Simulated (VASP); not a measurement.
# MgO: single point with LDA

MgO:

```xyz
2
Lattice="0.0000 2.1022 2.1022 2.1022 0.0000 2.1022 2.1022 2.1022 0.0000" Properties=species:S:1:pos:R:3 pbc="T T T"
Mg    0.0000    0.0000    0.0000
O     2.1022    2.1022    2.1022
```

```json
{"Program": "VASP 6.6.1", "Task": "single point", "Functional": "LDA", "Potentials or basis": "VASP PAW LDA potentials, release 64 (Mg, O)", "Cutoff": "600 eV", "k mesh": "10 × 10 × 10", "Occupations": "gaussian, width 0.01 eV", "Spin": "no spin polarisation", "Dipole correction": "no", "Further INCAR settings": "ALGO = Normal; EDIFF = 1e-06; NBANDS = 11"}
```

The pressure is -7.2 GPa and the band gap on the k mesh is 4.71 eV, direct.

Levels at points of the mesh, in eV from the valence-band top:
| k point | band 2 | band 3 | band 4 | band 5 | band 6 | band 7 |
| --- | --- | --- | --- | --- | --- | --- |
| (0.00, 0.00, 0.00) | 0.00 | 0.00 | 0.00 | 4.71 | 15.56 | 15.56 |
| (0.50, 0.00, 0.00) | -4.72 | -0.67 | -0.67 | 7.77 | 12.46 | 16.06 |
| (0.50, 0.50, 0.00) | -4.18 | -1.38 | -1.38 | 8.90 | 9.76 | 12.95 |

Run time: 5.8 s on 1 thread of Intel(R) Xeon(R) Platinum 8488C (Sapphire Rapids), with other jobs on the host, peak memory 0.13 GiB.
